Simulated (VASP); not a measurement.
# Ti6C in VASP: a series of runs

The runs below take Ti6C through relaxation of the atoms, with PBE.

All numbers are computed with VASP 6.6.1; they aren't measurements. Logs are shortened: lines on timing, memory, paths and dates and some standing lists are left out, and cuts for length are marked.

## 1. The cell of the first run

The cell holds a slab with vacuum, 7 atoms: a = 4.604 Å, b = 4.604 Å, c = 19.997 Å, α = 90.00°, β = 90.00°, γ = 120.00°.

## 2. Relaxation of the atoms, PBE

INCAR reads:

```
SYSTEM = Ti6C
PREC = Accurate
ENCUT = 520
EDIFF = 1E-7
ISMEAR = 0
SIGMA = 0.1
LREAL = .False.
LASPH = .True.
NELM = 60
ALGO = Normal
ISIF = 2
LWAVE = .False.
LCHARG = .False.
LDIPOL = .True.
IDIPOL = 3
DIPOL = 0.5 0.5 0.333
GGA = PE
IBRION = 2
NSW = 36
EDIFFG = -0.025
KPAR = 4
```

KPOINTS reads:

```
Automatic mesh
0
Gamma
  6 6 1
  0 0 0
```

POSCAR reads:

```
Ti6C
1.0
    4.6037402166      0.0000000000      0.0000000000
   -2.3018701083      3.9869559800      0.0000000000
    0.0000000000      0.0000000000     19.9968207969
Ti C
6 1
Selective dynamics
Direct
    0.6666666667      0.3333333333      0.2000317971  F F F
    0.3333333333      0.6666666667      0.2470259940  F F F
    0.0000000000      0.0000000000      0.2940201911  F F F
    0.6666666667      0.3333333333      0.3353091166  F F F
    0.3333333333      0.6666666667      0.3717707096  F F F
    0.0000000000      0.0000000000      0.4249085834  F F F
    0.4444444444      0.8888888889      0.4569136709  F F T
```

Potentials or basis: VASP PAW PBE potentials, release 64 (Ti_sv, C).

Command:

```sh
$ cat potpaw_PBE.64/Ti_sv/POTCAR potpaw_PBE.64/C/POTCAR > POTCAR
$ mpirun -np 4 vasp_std > vasp.out
```

OUTCAR:

```text
SYSTEM = Ti6C
   PREC = Accurate
   ENCUT = 520
   EDIFF = 1E-7
   ISMEAR = 0
   LREAL = .False.
   LASPH = .True.
   NELM = 60
   ISIF = 2
   GGA = PE
   IBRION = 2
   NSW = 36
   EDIFFG = -0.025

 ion  position               nearest neighbor table
   1  0.667  0.333  0.200-   4 2.71   2 2.82   2 2.82   2 2.82
   2  0.333  0.667  0.247-   5 2.49   1 2.82   1 2.82   1 2.82   3 2.82   3 2.82   3 2.82
   3  0.000  0.000  0.294-   6 2.62   4 2.78   4 2.78   4 2.78   2 2.82   2 2.82   2 2.82
   4  0.667  0.333  0.335-   1 2.71   5 2.76   5 2.76   5 2.76   3 2.78   3 2.78   3 2.78
   5  0.333  0.667  0.372-   7 1.92   2 2.49   4 2.76   4 2.76   4 2.76   6 2.86   6 2.86   6 2.86

   6  0.000  0.000  0.425-   7 2.43   7 2.43   3 2.62   5 2.86   5 2.86   5 2.86
   7  0.444  0.889  0.457-   5 1.92   6 2.43   6 2.43

  LATTYP: Found a hexagonal cell.
 ALAT       =     4.6037402166
 C/A-ratio  =     4.3436032131

  Lattice vectors:

 A1 = (   4.6037402166,   0.0000000000,   0.0000000000)
 A2 = (  -2.3018701083,   3.9869559800,   0.0000000000)
 A3 = (   0.0000000000,   0.0000000000,  19.9968207969)

Analysis of symmetry for initial positions (statically):
=====================================================================
 Subroutine PRICEL returns:
 Original cell was already a primitive cell.

 Routine SETGRP: Setting up the symmetry group for a
 hexagonal supercell.

 Subroutine GETGRP returns: Found  2 space group operations
 (whereof  2 operations were pure point group operations)
 out of a pool of 24 trial point group operations.

The static configuration has the point symmetry C_1h.

Analysis of symmetry for dynamics (positions and initial velocities):
=====================================================================
 Subroutine PRICEL returns:
 Original cell was already a primitive cell.

 Routine SETGRP: Setting up the symmetry group for a
 hexagonal supercell.

 Subroutine GETGRP returns: Found  2 space group operations
 (whereof  2 operations were pure point group operations)
 out of a pool of 24 trial point group operations.

The dynamic configuration has the point symmetry C_1h.

Analysis of constrained symmetry for selective dynamics:
=====================================================================
 Subroutine PRICEL returns:
 Original cell was already a primitive cell.

 Routine SETGRP: Setting up the symmetry group for a
 hexagonal supercell.

 Subroutine GETGRP returns: Found  2 space group operations
 (whereof  2 operations were pure point group operations)
 out of a pool of 24 trial point group operations.

The constrained configuration has the point symmetry C_1h.

 Subroutine INISYM returns: Found  2 space group operations
 (whereof  2 operations are pure point group operations),
 and found     1 'primitive' translations

----------------------------------------------------------------------------------------

                                     Primitive cell

  volume of cell :     367.0398

  direct lattice vectors                    reciprocal lattice vectors
     4.603740217  0.000000000  0.000000000     0.217214689  0.125408959  0.000000000
    -2.301870108  3.986955980  0.000000000     0.000000000  0.250817918  0.000000000
     0.000000000  0.000000000 19.996820797     0.000000000  0.000000000  0.050007949

  length of vectors
     4.603740217  4.603740217 19.996820797     0.250817918  0.250817918  0.050007949

  position of ions in fractional coordinates (direct lattice)
     0.666666667  0.333333333  0.200031797
     0.333333333  0.666666667  0.247025994
     0.000000000  0.000000000  0.294020191
     0.666666667  0.333333333  0.335309117
     0.333333333  0.666666667  0.371770710
     0.000000000  0.000000000  0.424908583
     0.444444444  0.888888889  0.456913671

  ion indices of the primitive-cell ions
   primitive index   ion index
                 1           1
                 2           2
                 3           3
                 4           4
                 5           5
                 6           6
                 7           7

----------------------------------------------------------------------------------------

 KPOINTS: Automatic mesh

Automatic generation of k-mesh.
 Grid dimensions read from file:
 generate k-points for:    6    6    1

 Generating k-lattice:

  Cartesian coordinates                     Fractional coordinates (reciprocal lattice)
     0.036202448  0.020901493  0.000000000     0.166666667  0.000000000  0.000000000
     0.000000000  0.041802986  0.000000000     0.000000000  0.166666667  0.000000000
     0.000000000  0.000000000  0.050007949     0.000000000  0.000000000  1.000000000

  Length of vectors
     0.041802986  0.041802986  0.050007949

  Shift w.r.t. Gamma in fractional coordinates (k-lattice)
     0.000000000  0.000000000  0.000000000

 Subroutine IBZKPT returns following result:
 ===========================================

 Found     13 irreducible k-points:

 Following reciprocal coordinates:
            Coordinates               Weight
  0.000000  0.000000  0.000000      1.000000
  0.166667  0.000000  0.000000      4.000000
  0.000000  0.166667  0.000000      2.000000
  0.333333  0.000000  0.000000      4.000000
  0.000000  0.333333  0.000000      2.000000
  0.500000  0.000000  0.000000      2.000000
  0.000000  0.500000  0.000000      1.000000
  0.166667  0.166667  0.000000      4.000000
 -0.333333  0.166667  0.000000      2.000000
  0.333333  0.166667  0.000000      4.000000
 -0.166667  0.500000  0.000000      4.000000
  0.500000  0.333333  0.000000      4.000000
  0.333333  0.333333  0.000000      2.000000
   k-points           NKPTS =     13   k-points in BZ     NKDIM =     13   number of bands    NBANDS=     45
   number of dos      NEDOS =    301   number of ions     NIONS =      7
   total plane-waves  NPLWV = 194400
   dimension x,y,z NGX =    36 NGY =   36 NGZ =  150
   dimension x,y,z NGXF=    72 NGYF=   72 NGZF=  300
   ions per type =               6   1
   NGX,Y,Z   is equivalent  to a cutoff of  13.00, 13.00, 12.47 a.u.
   NGXF,Y,Z  is equivalent  to a cutoff of  26.00, 26.00, 24.94 a.u.
 SYSTEM =  Ti6C
   PREC   = accura    normal or accurate (medium, high low for compatibility)
   ISTART =      0    job   : 0-new  1-cont  2-samecut
   ICHARG =      2    charge: 1-file 2-atom 10-const
   ISPIN  =      1    spin polarized calculation?
   LNONCOLLINEAR =      F non collinear calculations
   LSORBIT =      F    spin-orbit coupling
   LASPH  =      T    aspherical Exc in radial PAW
   ENCUT  =  520.0 eV  38.22 Ry    6.18 a.u.   8.56  8.56 37.18*2*pi/ulx,y,z
   NELM   =     60;   NELMIN=  2; NELMDL= -5     # of ELM steps
   EDIFF  = 0.1E-06   stopping-criterion for ELM
   LREAL  =      F    real-space projection
   EDIFFG = -.3E-01   stopping-criterion for IOM
   NSW    =     36    number of steps for IOM
   IBRION =      2    ionic relax: 0-MD 1-quasi-New 2-CG
   NFREE  =      1    steps in history (QN), initial steepest desc. (CG)
   ISIF   =      2    stress and relaxation
   ISYM   =      2    0-nonsym 1-usesym 2-fastsym
   POTIM  = 0.5000    time-step for ionic-motion
   TEBEG  =    0.0;   TEEND  =   0.0 temperature during run
   PSTRESS=    0.0 pullay stress
   NELECT =      76.0000    total number of electrons
   NUPDOWN=      -1.0000    fix difference up-down
   EMIN   =  10.00;   EMAX   =-10.00  energy-range for DOS
   EFERMI =   0.00;   METHOD = LEGACY
   ISMEAR =     0;   SIGMA  =   0.10  broadening in eV -4-tet -1-fermi 0-gaus
   EFERMI_NEDOS =   21; number of points for ismear=-14 and -15
   IALGO  =     38    algorithm
   IMIX   =      4    mixing-type and parameters
     AMIX     =   0.40;   BMIX     =  1.00
     AMIX_MAG =   1.60;   BMIX_MAG =  1.00
  volume/ion in A,a.u.               =      52.43       353.84
  Fermi-wavevector in a.u.,A,eV,Ry     =   0.968519  1.830236 12.762669  0.938030
  Thomas-Fermi vector in A             =   2.098495
   LORBIT       =      0    0 simple, 1 ext, 2 COOP (PROOUT), +10 PAW based schemes
   GGA     = PE    functional components
   LHFCALC =     F    Hartree Fock is set to
   AEXX    =    0.0000 exact exchange contribution
   IVDW    =     0    specifies the selected vdW correction
   LEPSILON=     F    determine dielectric tensor
   LRPA    =     F    only Hartree local field effects (RPA)
 conjugate gradient relaxation of ions
 non-spin polarized calculation
 Gauss-broadening in eV      SIGMA  =   0.10
  energy-cutoff  :      520.00
  volume of cell :      367.04
 maximum number of plane-waves:      9981
 NGX is ok and might be reduce to    36
   NGX = 17   NGY = 17   NGZ = 75

 dipolmoment           0.000000      0.000000     -0.224048 electrons x Angstroem

--------------------------------------- Ionic step        1  -------------------------------------------

 number of electron      75.9999981 magnetization

 Free energy of the ion-electron system (eV)
  ---------------------------------------------------
  ext. energy  EPLUGINS =         0.00000000
  ---------------------------------------------------
  free energy    TOTEN  =       -49.88028539 eV

  energy without entropy =      -49.81890947  energy(sigma->0) =      -49.84959743

------------------------ aborting loop because EDIFF is reached ----------------------------------------

  FORCE on cell =-STRESS in cart. coord.  units (eV):
  Direction    XX          YY          ZZ          XY          YZ          ZX
  --------------------------------------------------------------------------------------
  -------------------------------------------------------------------------------------
  Total       -7.7540750     -1.6928496     -0.8630462      0.0000000      0.4983452      0.0000000
  in kB      -33.8475608     -7.3895120     -3.7673106      0.0000000      2.1753425      0.0000000
  external PRESSURE =     -15.0014611 kB  Pullay stress =       0.0000000 kB
[... 69 lines left out ...]
--------------------------------------- Ionic step        3  -------------------------------------------

 number of electron      75.9999980 magnetization

 dipolmoment           0.000000      0.000000      0.171235 electrons x Angstroem

 Free energy of the ion-electron system (eV)
  ---------------------------------------------------
  ext. energy  EPLUGINS =         0.00000000
  ---------------------------------------------------
  free energy    TOTEN  =       -49.97114340 eV

  energy without entropy =      -49.90863986  energy(sigma->0) =      -49.93989163

 E-fermi :  -0.4629     XC(G=0):  -4.4885

 val. band max:       -0.4827947887   @ k =   0.3333   0.1667   0.0000
 cond. band min:      -0.4625179651   @ k =   0.0000   0.5000   0.0000
 fundamental gap:      0.0202768236
 Fermi energy:        -0.4629464976

 k-point     1 :       0.0000    0.0000    0.0000
  band No.  band energies     occupation
      1     -57.5898      2.00000
      2     -57.5284      2.00000
      3     -56.9926      2.00000
      4     -56.9074      2.00000
      5     -56.7953      2.00000
      6     -56.2246      2.00000
[... 613 lines left out ...]
     44       0.4612      0.00000
     45       0.7745      0.00000

------------------------ aborting loop because EDIFF is reached ----------------------------------------

 vacuum level on the upper side and lower side of the slab       (xc-potential included)         0.705        -0.952

  FORCE on cell =-STRESS in cart. coord.  units (eV):
  Direction    XX          YY          ZZ          XY          YZ          ZX
  --------------------------------------------------------------------------------------
  -------------------------------------------------------------------------------------
  Total       -7.4283908     -0.8948954      1.5787518      0.0000000      1.7098356      0.0000000
  in kB      -32.4259063     -3.9063366      6.8914599      0.0000000      7.4636580      0.0000000
  external PRESSURE =      -9.8135943 kB  Pullay stress =       0.0000000 kB
[... 22 lines left out ...]
  FREE ENERGIE OF THE ION-ELECTRON SYSTEM (eV)
  ---------------------------------------------------
  free  energy   TOTEN  =       -49.9711434047 eV

  energy  without entropy=      -49.9086398581  energy(sigma->0) =      -49.93989163

 reached required accuracy - stopping structural energy minimisation

 vacuum level on the upper side and lower side of the slab         4.495         2.788
```

It took 7.6 min on 4 MPI ranks of Intel Xeon Platinum 8375C at 2.90GHz (Ice Lake), shared host; peak memory 0.59 GiB.

Results:

```yaml
Free_energy: -49.9711 eV
Energy_gained_by_relaxing: 13.0 meV/atom
Ionic_steps: 3
Band_gap_on_the_k_mesh: zero (bands 38 and 39 overlap by 0.17 eV)
```

The path:
| step | energy change (eV) | largest force on free atoms (eV/Å) | pressure (GPa) |
| --- | --- | --- | --- |
| 1 | 0.0000 | 1.6008 | -1.50 |
| 2 | -0.0831 | 0.5058 | -1.14 |
| 3 | -0.0909 | 0.0030 | -0.98 |

Final structure:
```yaml
crystal:
  lattice:
    - [4.60374, 0.00000, 0.00000]
    - [-2.30187, 3.98696, 0.00000]
    - [0.00000, 0.00000, 19.99682]
  atoms:
    - { symbol: Ti, position: [0.66667, 0.33333, 0.20003] }
    - { symbol: Ti, position: [0.33333, 0.66667, 0.24703] }
    - { symbol: Ti, position: [0.00000, 0.00000, 0.29402] }
    - { symbol: Ti, position: [0.66667, 0.33333, 0.33531] }
    - { symbol: Ti, position: [0.33333, 0.66667, 0.37177] }
    - { symbol: Ti, position: [0.00000, 0.00000, 0.42491] }
    - { symbol: C, position: [0.44444, 0.88889, 0.45153] }
```

## 3. Relaxation of the atoms, PBE

INCAR reads:

```
SYSTEM = Ti6C
PREC = Accurate ; ENCUT = 520
EDIFF = 1E-6 ; ISMEAR = 0
SIGMA = 0.1 ; LREAL = .False.
LASPH = .True. ; NELM = 100
ALGO = Normal ; ISIF = 2
LWAVE = .False. ; LCHARG = .False.
LDIPOL = .True. ; IDIPOL = 3
DIPOL = 0.5 0.5 0.336 ; GGA = PE
IBRION = 2 ; NSW = 36
EDIFFG = -0.025 ; KPAR = 4
```

KPOINTS reads:

```
regular mesh
0
Gamma
  6 6 1
  0 0 0
```

POSCAR: that of step 2 with these lines changed.

```diff
@@ -15,2 +15,2 @@
     0.0000000000      0.0000000000      0.4249085834  F F F
-    0.4444444444      0.8888888889      0.4569136709  F F T
+    0.2222222222      0.4444444444      0.4779170096  F F T
```

Potentials or basis: VASP PAW PBE potentials, release 64 (Ti_sv, C).

Command:

```sh
$ cat potpaw_PBE.64/Ti_sv/POTCAR potpaw_PBE.64/C/POTCAR > POTCAR
$ mpirun -np 4 vasp_std > vasp.out
```

It took 11 min on 4 MPI ranks of Intel Xeon Platinum 8259CL at 2.50GHz (Skylake/Cascade Lake), shared host; peak memory 0.61 GiB.

It converged, with:

```
Free energy               : -49.9775 eV
Energy gained by relaxing : 162.5 meV/atom
Ionic steps               : 5
Band gap on the k mesh    : zero (bands 38 and 39 overlap by 0.19 eV)
```

Step by step:
```
step  energy change (eV)  largest force on free atoms (eV/Å)  pressure (GPa)
   1              0.0000                              3.9291           -1.97
   2             -0.6711                              3.0238           -1.44
   3             -1.1300                              0.4930            0.06
   4             -1.1360                              0.1987           -0.21
   5             -1.1372                              0.0088           -0.13
```

Final structure:
```
Ti C
1.0
     4.60374    0.00000    0.00000
    -2.30187    3.98696    0.00000
     0.00000    0.00000   19.99682
Ti C
6 1
Direct
  0.66667 0.33333 0.20003
  0.33333 0.66667 0.24703
  0.00000 0.00000 0.29402
  0.66667 0.33333 0.33531
  0.33333 0.66667 0.37177
  0.00000 0.00000 0.42491
  0.22222 0.44444 0.45489
```

Levels at points of the mesh, in eV from the Fermi level:
| k point | band 35 | band 36 | band 37 | band 38 | band 39 | band 40 | band 41 | band 42 |
| --- | --- | --- | --- | --- | --- | --- | --- | --- |
| (0.00, 0.00, 0.00) | -0.67 | -0.48 | -0.39 | -0.24 | -0.06 | -0.05 | 0.37 | 0.52 |
| (0.50, 0.00, 0.00) | -0.51 | -0.42 | -0.25 | -0.12 | 0.04 | 0.09 | 0.48 | 0.65 |
| (0.00, 0.50, 0.00) | -0.61 | -0.47 | -0.36 | -0.26 | -0.06 | 0.13 | 0.43 | 0.62 |

The gap in the log of VASP goes by the Fermi energy; the results here count the filled bands.